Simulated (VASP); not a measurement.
Sb: single point with PBE+D3(BJ)

Sb, a slab with vacuum:

```xyz
4
Lattice="4.0687 0.0000 0.0000 -2.0343 3.5236 0.0000 0.0000 0.0000 20.8000" Properties=species:S:1:pos:R:3 pbc="T T T"
Sb    0.0000    2.3491    6.1500
Sb    2.0343    1.1745    4.5000
Sb    0.0000    4.6981   11.6500
Sb    2.0343    3.5236   10.0000
```

| Item | Value |
| --- | --- |
| Program | VASP 6.6.1 |
| Task | single point |
| Functional | PBE |
| Dispersion | D3(BJ) |
| Potentials or basis | VASP PAW PBE potentials, release 64 (Sb) |
| Cutoff | 520 eV |
| k mesh | 9 × 9 × 1 |
| Occupations | gaussian, width 0.05 eV |
| Spin | no spin polarisation |
| Dipole correction | yes |
| Further INCAR settings | ALGO = Normal; EDIFF = 1e-06; NBANDS = 18 |

```
Largest force              : 0.179 eV/Å
Band gap on the k mesh     : 0.91 eV, indirect (least direct gap 1.50 eV)
Dispersion energy per atom : -0.291 eV
```

Forces on the atoms (eV/Å):
```
Sb   0.000  0.000  0.179
Sb   0.000  0.000 -0.051
Sb   0.000  0.000  0.051
Sb   0.000  0.000 -0.179
```

Levels at points of the mesh, in eV from the valence-band top:
```
           k point  band 6  band 7  band 8  band 9  band 10  band 11  band 12  band 13  band 14  band 15
(0.00, 0.00, 0.00)   -0.20   -0.02   -0.02    0.00     0.00     1.50     1.98     2.73     2.73     2.84
```

Run time: 3.5 min on 1 thread of AMD EPYC 7R13, on a shared host, peak memory 0.34 GiB.

Caveat: spin-orbit coupling is left out, which moves the levels of the heavy elements.
